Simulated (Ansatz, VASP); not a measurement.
**Two plane-wave programs on ScTe2**

Contents of INCAR:

```
SYSTEM = ScTe2
PREC     = Accurate       ! precision mode
ENCUT    = 600            ! plane-wave cutoff, eV
EDIFF    = 1E-7           ! SCF threshold, eV
ISMEAR   = 0              ! smearing method
SIGMA    = 0.1            ! smearing width, eV
LREAL    = .False.        ! projectors in reciprocal space
LASPH    = .True.         ! aspherical terms in the spheres
NELM     = 100            ! most SCF steps
ALGO     = Normal         ! electronic algorithm
ISIF     = 3              ! what is computed and relaxed
LWAVE    = .False.        ! write WAVECAR
LCHARG   = .False.        ! write CHGCAR
GGA      = PE             ! functional
IBRION   = 2              ! ionic algorithm
NSW      = 90             ! ionic steps
EDIFFG   = -0.04          ! ionic threshold
```

File KPOINTS:

```
Automatic mesh
0
Gamma
  4 4 4
  0 0 0
```

POSCAR

```
ScTe2
1.0
    0.0000000000      3.4664118258      3.4664118258
    3.4664118258      0.0000000000      3.4664118258
    3.4664118258      3.4664118258      0.0000000000
Sc Te
1 2
Direct
    0.0000000000      0.0000000000      0.0000000000
    0.2500000000      0.2500000000      0.2500000000
    0.7500000000      0.7500000000      0.7500000000
```

Input for Ansatz:

```yaml
crystal:
  lattice:
    - [0.0, 3.4664118258, 3.4664118258]
    - [3.4664118258, 0.0, 3.4664118258]
    - [3.4664118258, 3.4664118258, 0.0]
  atoms:
    - { symbol: Sc, position: [0.0, 0.0, 0.0] }
    - { symbol: Te, position: [0.25, 0.25, 0.25] }
    - { symbol: Te, position: [0.75, 0.75, 0.75] }
basis:
  ecutwfc: 420
kpoints:
  mp_grid: { grid: [4, 4, 4] }
hamiltonian:
  xc: pbe
scf:
  occupations: { method: gaussian, width: 0.1 }
  lower_state_search: "off"
output:
  forces: true
  stress: true
  eigenvalues: true
relax:
  adjacent_minimum: "off"
  f_tol: 0.04
  max_steps: 70
  cell: { stress_tol: 0.4 }
```

Alike in both runs: task relaxation of cell and atoms; functional PBE; k mesh 4 × 4 × 4; occupations gaussian, width 0.1 eV; no spin polarisation.

```csv
,VASP,Ansatz
version,VASP 6.6.1,Ansatz 0.2.0
potentials or method,"VASP PAW PBE potentials, release 64 (Sc_sv, Te), cutoff 600 eV","scalar-relativistic, plane waves, PAW"
valence electrons in the cell,23,43
```

|  | VASP | Ansatz | Ansatz less VASP |
| --- | --- | --- | --- |
| gap on the k mesh at the Fermi level, each at its own relaxed structure (eV) | none | none | - |
| relaxed volume (Å³/atom) | 30.37 | 30.56 | +0.198 |
| relaxed cell length with the largest relative difference (Å) | 5.051 | 5.061 | +0.0109 |

A gap of «none» marks a metal or a gap that the smearing closes. VASP's potentials hold 23 valence electrons a cell and Ansatz's 43, so a difference there can come from the potentials and not from the codes.

The k mesh is coarse, so the values compare programs but aren't converged. Spin-orbit coupling is off throughout.
